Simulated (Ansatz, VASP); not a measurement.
## One calculation of Bi, two programs

```xyz
1
Lattice="-4.2332 4.2332 1.4523 4.2332 -4.2332 1.4523 4.2332 4.2332 -1.4523" Properties=species:S:1:pos:R:3 pbc="T T T"
Bi    0.0000    0.0000    0.0000
```

Alike in both runs: task single point; functional LDA; k mesh 6 × 6 × 6; no spin polarisation.

|  | VASP | Ansatz |
| --- | --- | --- |
| version | VASP 6.6.1 | Ansatz 0.2.0 |
| potentials or method | VASP PAW LDA potentials, release 64 (Bi_d) | plane waves, PAW |
| plane-wave cutoff (eV) | 520 | 420 |
| occupations | methfessel-paxton of order 1, width 0.1 eV | cold, width 0.1 eV |
| valence electrons in the cell | 15 | 15 |

|  | VASP | Ansatz | Ansatz less VASP |
| --- | --- | --- | --- |
| pressure (GPa) | -0.1 | 0.0 | +0.03 |
| traceless stress, the component that is largest in VASP (GPa) | 0.15 | 0.19 | +0.037 |

LDA's correlation is that of Perdew and Zunger in VASP and of Perdew and Wang (1992) in Ansatz.

The k mesh is coarse, so the values compare programs but aren't converged. Spin-orbit coupling is off throughout.
